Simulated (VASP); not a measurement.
# NbAs (F-43m) in VASP: further runs, part 2 of 2

VASP 6.6.1.

### Step 3. Single point, PBEsol, collinear spin

The input, INCAR:

```
PREC = Accurate
ENCUT = 520
EDIFF = 1E-7
ISMEAR = 0
SIGMA = 0.1
LREAL = False
LASPH = True
NELM = 150
ALGO = Normal
ISIF = 2
LWAVE = False
LCHARG = False
ISPIN = 2
MAGMOM = 0.86 -0.02
LORBIT = 11
NUPDOWN = 1.25
LMAXMIX = 4
GGA = PS
NBANDS = 20
```

The input, KPOINTS:

```
regular mesh
0
Gamma
  12 12 12
```

The input, POSCAR:

```
NbAs
1.0
    0.0000000000      2.8723581278      2.8723581278
    2.8723581278      0.0000000000      2.8723581278
    2.8723581278      2.8723581278      0.0000000000
Nb As
1 1
Direct
    0.0000000000      0.0000000000      0.0000000000
    0.2500000000      0.2500000000      0.2500000000
```

Potentials or basis: VASP PAW PBE potentials, release 64 (Nb_sv, As).

Started as:

```console
$ cat potpaw_PBE.64/Nb_sv/POTCAR potpaw_PBE.64/As/POTCAR > POTCAR
$ mpirun -np 1 vasp_std > vasp.out
```

OUTCAR:

```text
PREC = Accurate
   ENCUT = 520
   EDIFF = 1E-7
   ISMEAR = 0
   LREAL = False
   LASPH = True
   NELM = 150
   ISIF = 2
   ISPIN = 2
   LORBIT = 11
   NUPDOWN = 1.25
   GGA = PS

 ion  position               nearest neighbor table
   1  0.000  0.000  0.000-   2 2.49   2 2.49   2 2.49   2 2.49
   2  0.250  0.250  0.250-   1 2.49   1 2.49   1 2.49   1 2.49

  LATTYP: Found a face centered cubic cell.
 ALAT       =     5.7447162556

  Lattice vectors:

 A1 = (   0.0000000000,   2.8723581278,   2.8723581278)
 A2 = (   2.8723581278,   0.0000000000,   2.8723581278)
 A3 = (   2.8723581278,   2.8723581278,   0.0000000000)

Analysis of symmetry for initial positions (statically):
=====================================================================
 Subroutine PRICEL returns:
 Original cell was already a primitive cell.

 Routine SETGRP: Setting up the symmetry group for a
 face centered cubic supercell.

 Subroutine GETGRP returns: Found 24 space group operations
 (whereof 24 operations were pure point group operations)
 out of a pool of 48 trial point group operations.

The static configuration has the point symmetry T_d .

Analysis of symmetry for dynamics (positions and initial velocities):
=====================================================================
 Subroutine PRICEL returns:
 Original cell was already a primitive cell.

 Routine SETGRP: Setting up the symmetry group for a
 face centered cubic supercell.

 Subroutine GETGRP returns: Found 24 space group operations
 (whereof 24 operations were pure point group operations)
 out of a pool of 48 trial point group operations.

The dynamic configuration has the point symmetry T_d .

Analysis of structural, dynamic, and magnetic symmetry:
=====================================================================
 Subroutine PRICEL returns:
 Original cell was already a primitive cell.

 Routine SETGRP: Setting up the symmetry group for a
 face centered cubic supercell.

 Subroutine GETGRP returns: Found 24 space group operations
 (whereof 24 operations were pure point group operations)
 out of a pool of 48 trial point group operations.

The overall configuration has the point symmetry T_d .

 Subroutine INISYM returns: Found 24 space group operations
 (whereof 24 operations are pure point group operations),
 and found     1 'primitive' translations

----------------------------------------------------------------------------------------

                                     Primitive cell

  volume of cell :      47.3964

  direct lattice vectors                    reciprocal lattice vectors
     0.000000000  2.872358128  2.872358128    -0.174073001  0.174073001  0.174073001
     2.872358128  0.000000000  2.872358128     0.174073001 -0.174073001  0.174073001
     2.872358128  2.872358128  0.000000000     0.174073001  0.174073001 -0.174073001

  length of vectors
     4.062127820  4.062127820  4.062127820     0.301503282  0.301503282  0.301503282

  position of ions in fractional coordinates (direct lattice)
     0.000000000  0.000000000  0.000000000
     0.250000000  0.250000000  0.250000000

  ion indices of the primitive-cell ions
   primitive index   ion index
[... 64 lines left out ...]
 SYSTEM =  unknown system
   PREC   = accura    normal or accurate (medium, high low for compatibility)
   ISTART =      0    job   : 0-new  1-cont  2-samecut
   ICHARG =      2    charge: 1-file 2-atom 10-const
   ISPIN  =      2    spin polarized calculation?
   LNONCOLLINEAR =      F non collinear calculations
   LSORBIT =      F    spin-orbit coupling
   LASPH  =      T    aspherical Exc in radial PAW
   ENCUT  =  520.0 eV  38.22 Ry    6.18 a.u.   7.55  7.55  7.55*2*pi/ulx,y,z
   NELM   =    150;   NELMIN=  2; NELMDL= -5     # of ELM steps
   EDIFF  = 0.1E-06   stopping-criterion for ELM
   LREAL  =      F    real-space projection
   EDIFFG = 0.1E-05   stopping-criterion for IOM
   NSW    =      0    number of steps for IOM
   IBRION =     -1    ionic relax: 0-MD 1-quasi-New 2-CG
   NFREE  =      0    steps in history (QN), initial steepest desc. (CG)
   ISIF   =      2    stress and relaxation
   ISYM   =      2    0-nonsym 1-usesym 2-fastsym
   POTIM  = 0.5000    time-step for ionic-motion
   TEBEG  =    0.0;   TEEND  =   0.0 temperature during run
   PSTRESS=    0.0 pullay stress
   NELECT =      18.0000    total number of electrons
   NUPDOWN=       1.2500    fix difference up-down
   EMIN   =  10.00;   EMAX   =-10.00  energy-range for DOS
   EFERMI =   0.00;   METHOD = LEGACY
   ISMEAR =     0;   SIGMA  =   0.10  broadening in eV -4-tet -1-fermi 0-gaus
   EFERMI_NEDOS =   21; number of points for ismear=-14 and -15
   IALGO  =     38    algorithm
   IMIX   =      4    mixing-type and parameters
     AMIX     =   0.40;   BMIX     =  1.00
     AMIX_MAG =   1.60;   BMIX_MAG =  1.00
  volume/ion in A,a.u.               =      23.70       159.92
  Fermi-wavevector in a.u.,A,eV,Ry     =   1.185542  2.240350 19.123134  1.405511
  Thomas-Fermi vector in A             =   2.321734
   LORBIT       =     11    0 simple, 1 ext, 2 COOP (PROOUT), +10 PAW based schemes
   GGA     = PS    functional components
   LHFCALC =     F    Hartree Fock is set to
   AEXX    =    0.0000 exact exchange contribution
   IVDW    =     0    specifies the selected vdW correction
   LEPSILON=     F    determine dielectric tensor
   LRPA    =     F    only Hartree local field effects (RPA)
 spin polarized calculation
 Gauss-broadening in eV      SIGMA  =   0.10
  energy-cutoff  :      520.00
  volume of cell :       47.40
 maximum number of plane-waves:      1303
   NGX = 15   NGY = 15   NGZ = 15

 number of electron      18.0000000 magnetization       1.2500458

 Free energy of the ion-electron system (eV)
  ---------------------------------------------------
  ext. energy  EPLUGINS =         0.00000000
  ---------------------------------------------------
  free energy    TOTEN  =       -15.25171671 eV

  energy without entropy =      -15.23708871  energy(sigma->0) =      -15.24440271

 E-fermi :   5.7594     XC(G=0): -10.2024

 val. band max:        6.0933408843   @ k =   0.4167   0.0833   0.0000
 cond. band min:       5.8026366855   @ k =  -0.4167   0.2500   0.0000
 fundamental gap:     -0.2907041988
 Fermi energy:         6.1026851169

 spin component 1

 k-point     1 :       0.0000    0.0000    0.0000
  band No.  band energies     occupation
      1     -49.3913      1.00000
      2     -25.5490      1.00000
      3     -25.5490      1.00000
      4     -25.5490      1.00000
      5      -5.8435      1.00000
      6       2.4081      1.00000
[... 541 lines left out ...]
     19      19.4763      0.00000
     20      19.5141      0.00000

 [... further k-points ...]

 spin component 2

 k-point     1 :       0.0000    0.0000    0.0000
  band No.  band energies     occupation
      1     -48.7725      1.00000
      2     -24.8442      1.00000
      3     -24.8442      1.00000
      4     -24.8442      1.00000
      5      -5.7353      1.00000
      6       2.7558      1.00000
[... 541 lines left out ...]
     19      19.8339      0.00000
     20      19.8901      0.00000

 [... further k-points ...]

------------------------ aborting loop because EDIFF is reached ----------------------------------------

  FORCE on cell =-STRESS in cart. coord.  units (eV):
  Direction    XX          YY          ZZ          XY          YZ          ZX
  --------------------------------------------------------------------------------------
  -------------------------------------------------------------------------------------
  Total        0.7449176      0.7449176      0.7449176      0.0000000      0.0000000      0.0000000
  in kB       25.1810055     25.1810055     25.1810055      0.0000000      0.0000000      0.0000000
  external PRESSURE =      25.1810055 kB  Pullay stress =       0.0000000 kB

 VOLUME and BASIS-vectors are now :
 -----------------------------------------------------------------------------
  energy-cutoff  :      520.00
  volume of cell :       47.40
      direct lattice vectors                 reciprocal lattice vectors
     0.000000000  2.872358128  2.872358128    -0.174073001  0.174073001  0.174073001
     2.872358128  0.000000000  2.872358128     0.174073001 -0.174073001  0.174073001
     2.872358128  2.872358128  0.000000000     0.174073001  0.174073001 -0.174073001

 POSITION                                       TOTAL-FORCE (eV/Angst)
 -----------------------------------------------------------------------------------
      0.00000      0.00000      0.00000        -0.000000     -0.000000      0.000000
      1.43618      1.43618      1.43618         0.000000      0.000000     -0.000000
 -----------------------------------------------------------------------------------
    total drift:                                0.000000      0.000000      0.000000

  FREE ENERGIE OF THE ION-ELECTRON SYSTEM (eV)
  ---------------------------------------------------
  free  energy   TOTEN  =       -15.2517167129 eV

  energy  without entropy=      -15.2370887094  energy(sigma->0) =      -15.24440271

 total charge

# of ion       s       p       d       tot
------------------------------------------
    1        2.165   5.977   2.553  10.695
    2        1.216   1.695   0.063   2.974
--------------------------------------------------
tot          3.381   7.671   2.616  13.668

 magnetization (x)

# of ion       s       p       d       tot
------------------------------------------
    1        0.011   0.005   0.930   0.945
    2       -0.009  -0.041   0.030  -0.021
--------------------------------------------------
tot          0.002  -0.036   0.959   0.925
```

OSZICAR:

```text
N       E                     dE             d eps       ncg     rms          rms(c)
DAV:   1     0.137497225410E+03    0.13750E+03   -0.84068E+03  5768   0.816E+02
DAV:   2    -0.894792628692E+01   -0.14645E+03   -0.13897E+03  6932   0.278E+02
DAV:   3    -0.159855712128E+02   -0.70376E+01   -0.68845E+01  8900   0.526E+01
DAV:   4    -0.162123456657E+02   -0.22677E+00   -0.22561E+00  7904   0.854E+00
DAV:   5    -0.162222318097E+02   -0.98861E-02   -0.98818E-02  8440   0.169E+00    0.723E+00
DAV:   6    -0.152407648132E+02    0.98147E+00   -0.20046E+00  8988   0.112E+01    0.249E+00
DAV:   7    -0.152542319970E+02   -0.13467E-01   -0.16357E-01  7352   0.283E+00    0.153E+00
DAV:   8    -0.152505092153E+02    0.37228E-02   -0.19171E-02  7556   0.106E+00    0.770E-01
DAV:   9    -0.152516934981E+02   -0.11843E-02   -0.31901E-03  8076   0.491E-01    0.200E-01
DAV:  10    -0.152517036442E+02   -0.10146E-04   -0.48509E-04  8300   0.155E-01    0.891E-02
DAV:  11    -0.152517096992E+02   -0.60550E-05   -0.43362E-05  7292   0.485E-02    0.456E-02
DAV:  12    -0.152517163775E+02   -0.66783E-05   -0.13647E-05  6636   0.321E-02    0.229E-02
DAV:  13    -0.152517170317E+02   -0.65416E-06   -0.17285E-06  7092   0.111E-02    0.728E-03
DAV:  14    -0.152517166740E+02    0.35764E-06   -0.56163E-07  6936   0.436E-03    0.155E-03
DAV:  15    -0.152517167129E+02   -0.38829E-07   -0.10044E-07  5868   0.182E-03
   1 F= -.15251717E+02 E0= -.15244403E+02  d E =-.146280E-01  mag=     1.2500
```

Run time: 2 min. Hardware: 1 thread of Intel Xeon Platinum 8488C (Sapphire Rapids), shared host; peak memory 0.26 GiB.

Results:

| Property | Result |
| --- | --- |
| Free energy | -15.2517 eV |
| Pressure | 2.5 GPa |
| Net moment | 1.25 μB per cell |
| Site moments | Nb +0.94; As -0.02 μB |
| Valence electrons inside the program's atomic spheres | Nb 10.70; As 2.97 |

Caveat: the PAW data sets were made with another functional, which shifts forces and pressure a little; the total moment is fixed, so each spin has its own Fermi level.

### Step 4. Single point, PBEsol, collinear spin

The input, INCAR:

```
SYSTEM = NbAs
PREC = Accurate ; ENCUT = 520
EDIFF = 1E-6 ; ISMEAR = 0
SIGMA = 0.1 ; LREAL = .False.
LASPH = .True. ; NELM = 150
ALGO = Normal ; ISIF = 2
LWAVE = .False. ; LCHARG = .False.
ISPIN = 2 ; MAGMOM = 1.01 -0.02
LORBIT = 11 ; NUPDOWN = 1.5
LMAXMIX = 4 ; GGA = PS
NBANDS = 20
```

The input, KPOINTS:

```
regular mesh
0
Gamma
  12 12 12
  0 0 0
```

POSCAR is that of step 3.

Started as:

```console
$ cat potpaw_PBE.64/Nb_sv/POTCAR potpaw_PBE.64/As/POTCAR > POTCAR
$ mpirun -np 1 vasp_std > vasp.out
```

It took 1.9 min on 1 thread of Intel Xeon Platinum 8488C (Sapphire Rapids), shared host; peak memory 0.26 GiB.

Results (log left out):

```yaml
Free_energy: -15.1977 eV
Pressure: 3.5 GPa
Net_moment: 1.50 μB per cell
Site_moments: Nb +1.11; As -0.02 μB
Valence_electrons_inside_the_program's_atomic_spheres: Nb 10.71; As 2.98
```

Caveat: the cell stands under pressure; the PAW data sets were made with another functional, which shifts forces and pressure a little; the total moment is fixed, so each spin has its own Fermi level.

### Step 5. Overview

| fixed moment (μB) | pressure (GPa) | moment (μB) |
| --- | --- | --- |
| 1.0 | 1.7 | 1.00 |
| 1.25 | 2.5 | 1.25 |
| 1.5 | 3.5 | 1.50 |

Alike in all rows: task single point; level PBEsol; potentials or basis VASP PAW PBE potentials, release 64 (Nb_sv, As); spin collinear; cell as given; k mesh 12 × 12 × 12; cutoff (eV) 520; smearing gaussian 0.1 eV.

Caveats: the PAW data sets were made with another functional, which shifts forces and pressure a little; the total moment is fixed, so each spin has its own Fermi level; the cell stands under pressure (at least some runs).

Total energies depend on the potentials used, so only differences within one code and one set of settings carry meaning.
